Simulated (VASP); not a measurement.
Wanted: the native input for a VASP 6.6.1 run.

```yaml
Task: single point
Functional: r2SCAN
Potentials_or_basis: VASP PAW PBE potentials, release 64 (W_sv)
Cutoff: 520 eV
k_mesh: 9 × 9 × 14
Occupations: fermi-dirac, width 0.1 eV
Spin: no spin polarisation
Dipole_correction: no
Further_INCAR_settings: ALGO = Normal; EDIFF = 1e-07; NBANDS = 28
```

W:

```
CELL_PARAMETERS angstrom
4.78717 0.00000 0.00000
-2.39358 4.14581 0.00000
0.00000 0.00000 2.65928
ATOMIC_POSITIONS crystal
W 0.00000 0.00000 0.00000
W 0.33333 0.66667 0.50000
W 0.66667 0.33333 0.50000
```

This cell differs from its parent crystal: volume scaled by 1.08.

These files were run (other wordings do the same):

POSCAR

```
W
1.0
    4.7871684254      0.0000000000      0.0000000000
   -2.3935842127      4.1458094686      0.0000000000
    0.0000000000      0.0000000000      2.6592785248
W
3
Direct
    0.0000000000      1.0000000000      0.0000000000
    0.3333333333      0.6666666667      0.5000000000
    0.6666666667      0.3333333333      0.5000000000
```

INCAR.step1

```
PREC     = Accurate       # precision mode
ENCUT    = 520            # plane-wave cutoff, eV
ISMEAR   = -1             # smearing method
SIGMA    = 0.1            # smearing width, eV
LREAL    = False          # projectors in reciprocal space
LASPH    = True           # aspherical terms in the spheres
NELM     = 80             # most SCF steps
NBANDS   = 28             # bands
GGA      = PE             # functional
ALGO     = Normal         # electronic algorithm
EDIFF    = 1E-4           # SCF threshold, eV
LWAVE    = True           # write WAVECAR
LCHARG   = False          # write CHGCAR
```

INCAR.step2

```
PREC     = Accurate       # precision mode
ENCUT    = 520            # plane-wave cutoff, eV
EDIFF    = 1E-7           # SCF threshold, eV
ISMEAR   = -1             # smearing method
SIGMA    = 0.1            # smearing width, eV
LREAL    = False          # projectors in reciprocal space
LASPH    = True           # aspherical terms in the spheres
NELM     = 80             # most SCF steps
ALGO     = Normal         # electronic algorithm
ISIF     = 2              # what is computed and relaxed
LWAVE    = False          # write WAVECAR
LCHARG   = False          # write CHGCAR
METAGGA  = R2SCAN         # meta-GGA
LMIXTAU  = True         
NBANDS   = 28             # bands
ISTART   = 1
```

KPOINTS

```
regular mesh
0
Gamma
  9 9 14
```

Potentials or basis: VASP PAW PBE potentials, release 64 (W_sv).

The run is started by

```console
$ cat potpaw_PBE.64/W_sv/POTCAR > POTCAR
$ cp INCAR.step1 INCAR
$ mpirun -np 1 vasp_std > vasp.out
$ cp INCAR.step2 INCAR
$ mpirun -np 1 vasp_std > vasp.out
```

It gave:

```json
{"Pressure": "-18.3 GPa", "Band gap on the k mesh": "zero (band 21 reaches 10.10 eV, above the bottom of band 22 at 9.31 eV)"}
```

Caveat: the PAW data sets were made with another functional, which shifts forces and pressure a little; spin-orbit coupling is left out, which moves the levels of the heavy elements.

It took 5.1 min on 1 thread of Intel Xeon 6975P-C, on a shared host, peak memory 0.24 GiB.
